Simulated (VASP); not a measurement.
A run of VASP 6.6.1 is set up as follows.

Contents of POSCAR:

```
LiNbO3
1.0
    2.5683638214      1.4828455437      4.6289346875
   -2.5683638214      1.4828455437      4.6289346875
    0.0000000000     -2.9656910873      4.6289346875
Li Nb O
2 2 6
Direct
    0.7054511661      0.7054511661      0.7054511661
    0.2054511661      0.2054511661      0.2054511661
    0.9874384440      0.9874384440      0.9874384440
    0.4874384440      0.4874384440      0.4874384440
    0.8798792903      0.2680871540      0.6255927356
    0.6255927356      0.8798792903      0.2680871540
    0.2680871540      0.6255927356      0.8798792903
    0.7680871540      0.3798792903      0.1255927356
    0.3798792903      0.1255927356      0.7680871540
    0.1255927356      0.7680871540      0.3798792903
```

File INCAR.step1:

```
PREC     = Accurate       # precision mode
ENCUT    = 520            # plane-wave cutoff, eV
ISMEAR   = 0              # smearing method
SIGMA    = 0.02           # smearing width, eV
LREAL    = F              # projectors in reciprocal space
LASPH    = T              # aspherical terms in the spheres
NELM     = 80             # most SCF steps
NBANDS   = 45             # bands
GGA      = PE             # functional
ALGO     = Normal         # electronic algorithm
EDIFF    = 1E-4           # SCF threshold, eV
LWAVE    = T              # write WAVECAR
LCHARG   = F              # write CHGCAR
```

File INCAR.step2:

```
PREC     = Accurate       # precision mode
ENCUT    = 520            # plane-wave cutoff, eV
EDIFF    = 1E-6           # SCF threshold, eV
ISMEAR   = 0              # smearing method
SIGMA    = 0.02           # smearing width, eV
LREAL    = F              # projectors in reciprocal space
LASPH    = T              # aspherical terms in the spheres
NELM     = 80             # most SCF steps
ALGO     = Normal         # electronic algorithm
ISIF     = 2              # what is computed and relaxed
LWAVE    = F              # write WAVECAR
LCHARG   = T              # write CHGCAR
METAGGA  = R2SCAN         # meta-GGA
LMIXTAU  = T            
LELF     = T              # ELF
LVHAR    = T            
NBANDS   = 45             # bands
ISTART   = 1
```

File KPOINTS:

```
regular mesh
0
Gamma
  6 6 6
```

Potentials or basis: VASP PAW PBE potentials, release 64 (Li_sv, Nb_sv, O).

Launch:

```sh
$ cat potpaw_PBE.64/Li_sv/POTCAR potpaw_PBE.64/Nb_sv/POTCAR potpaw_PBE.64/O/POTCAR > POTCAR
$ cp INCAR.step1 INCAR
$ mpirun -np 1 vasp_std > vasp.out
$ cp INCAR.step2 INCAR
$ mpirun -np 1 vasp_std > vasp.out
```

Q: What does it give for the band gap on the k mesh?

A: 4.04 eV (least direct gap 4.08 eV).

Q: Predict the largest force.

A: 0.054 eV/Å.

Forces in eV/Å, atoms in the order of the input:
```
Li   0.000  0.000 -0.036
Li   0.000  0.000 -0.036
Nb   0.000  0.000  0.054
Nb   0.000  0.000  0.054
O   -0.014  0.018 -0.006
O   -0.008 -0.021 -0.006
O    0.023  0.004 -0.006
O    0.014  0.018 -0.006
O    0.008 -0.021 -0.006
O   -0.023  0.004 -0.006
```

Caveat: the PAW data sets were made with another functional, which shifts forces and pressure a little. A k mesh can miss the band edges.
